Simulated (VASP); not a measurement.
Write the native input for VASP 6.6.1 that does the following.

- Task: single point
- Functional: PBE
- Potentials or basis: VASP PAW PBE potentials, release 64 (W_sv, S)
- Cutoff: 520 eV
- k mesh: 9 × 9 × 2
- Occupations: gaussian, width 0.01 eV
- Spin: no spin polarisation
- Dipole correction: no
- Further INCAR settings: ALGO = Normal; EDIFF = 1e-06; NBANDS = 35

The structure of WS2 lies in POSCAR:

```
WS2
1.0
    3.1699463355      0.0000000000      0.0000000000
   -1.5849731677      2.7452540551      0.0000000000
    0.0000000000      0.0000000000     12.4910704279
W S
2 4
Direct
    0.3333333333      0.6666666667      0.2500000000
    0.6666666667      0.3333333333      0.7500000000
    0.6666666667      0.3333333333      0.3751079148
    0.6666666667      0.3333333333      0.1248920852
    0.3333333333      0.6666666667      0.8751079148
    0.3333333333      0.6666666667      0.6248920852
```

The input as run:

INCAR

```
SYSTEM = WS2
  ALGO = Normal
  EDIFF = 1E-6
  ENCUT = 520
  GGA = PE
  ISIF = 2
  ISMEAR = 0
  LASPH = .TRUE.
  LCHARG = .FALSE.
  LREAL = .FALSE.
  LWAVE = .FALSE.
  NBANDS = 35
  NELM = 100
  PREC = Accurate
  SIGMA = 0.01
```

KPOINTS

```
k-points
0
G
  9 9 2
  0 0 0
```

Potentials or basis: VASP PAW PBE potentials, release 64 (W_sv, S).

Command:

```bash
$ cat potpaw_PBE.64/W_sv/POTCAR potpaw_PBE.64/S/POTCAR > POTCAR
$ mpirun -np 1 vasp_std > vasp.out
```

It gave:

```
Pressure               : 3.3 GPa
Largest force          : 0.199 eV/Å
Band gap on the k mesh : 1.16 eV, indirect (least direct gap 1.78 eV)
```

Caveat: spin-orbit coupling is left out, which moves the levels of the heavy elements; this functional lacks dispersion, which binds the layers, so the pressure and a relaxed spacing across them are unreliable.

It took 31 s on 1 thread of Intel(R) Xeon(R) 6975P-C (Granite Rapids), with other jobs on the host, peak memory 0.26 GiB.
